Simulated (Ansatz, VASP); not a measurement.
# One calculation of SnO2, two programs

```
CELL_PARAMETERS angstrom
0.00000 2.62464 2.62464
2.62464 0.00000 2.62464
2.62464 2.62464 0.00000
ATOMIC_POSITIONS crystal
Sn 0.00000 0.00000 0.00000
O 0.75000 0.75000 0.75000
O 0.25000 0.25000 0.25000
```

Alike in both runs: task single point; functional LDA; k mesh 9 × 9 × 9; occupations fermi-dirac, width 0.05 eV; no spin polarisation.

|  | VASP | Ansatz |
| --- | --- | --- |
| version | VASP 6.6.1 | Ansatz 0.2.0 |
| potentials or method | VASP PAW LDA potentials, release 64 (Sn_d, O) | Ansatz PAW |
| plane-wave cutoff (eV) | 520 | 420 |
| valence electrons in the cell | 26 | 26 |

Ansatz gave:

```
gap on the k mesh at the Fermi level (eV) : none
pressure (GPa)                            : -20.4
```

**Question.** Estimate VASP's values.

**Answer.** gap on the k mesh at the Fermi level (eV): none; pressure (GPa): -19.9.

LDA's correlation is that of Perdew and Zunger in VASP and of Perdew and Wang (1992) in Ansatz. A gap of «none» marks a metal or a gap that the smearing closes.

Noted on Ansatz's run: Pulay correction over one GPa.
